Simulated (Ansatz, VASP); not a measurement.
**One calculation of MnSb, two programs**

```
CELL_PARAMETERS angstrom
4.23139 0.00000 0.00000
-2.11570 3.66449 0.00000
0.00000 0.00000 5.89336
ATOMIC_POSITIONS crystal
Sb 0.66667 0.33333 0.75000
Sb 0.33333 0.66667 0.25000
Mn 0.00000 0.00000 0.50000
Mn 0.00000 0.00000 0.00000
```

Alike in both runs: task single point; functional PBEsol; k mesh 7 × 7 × 5; occupations fermi-dirac, width 0.05 eV; collinear spin.

|  | VASP | Ansatz |
| --- | --- | --- |
| version | VASP 6.6.1 | Ansatz 0.2.0 |
| potentials or method | VASP PAW PBE potentials, release 64 (Sb, Mn_pv) | Ansatz PAW |
| plane-wave cutoff (eV) | 520 | 420 |
| valence electrons in the cell | 36 | 60 |

|  | VASP | Ansatz | Ansatz less VASP |
| --- | --- | --- | --- |
| gap on the k mesh at the Fermi level (eV) | none | none | - |
| pressure (GPa) | -8.8 | -8.9 | -0.08 |
| traceless stress, the component that is largest in VASP (GPa) | -0.42 | -0.41 | +0.008 |
| net moment per atom (μB) | 1.76 | 1.76 | +0.002 |
| size of the moment on the site where the two differ most (μB) | 3.55 | 3.61 | +0.056 |

VASP's potentials were made for PBE, not for PBEsol. Site moments also hang on the region over which each program counts them. A gap of «none» marks a metal or a gap that the smearing closes. VASP's potentials hold 36 valence electrons a cell and Ansatz's 60, so a difference there can come from the potentials and not from the codes.

Neither program's run includes spin-orbit coupling.
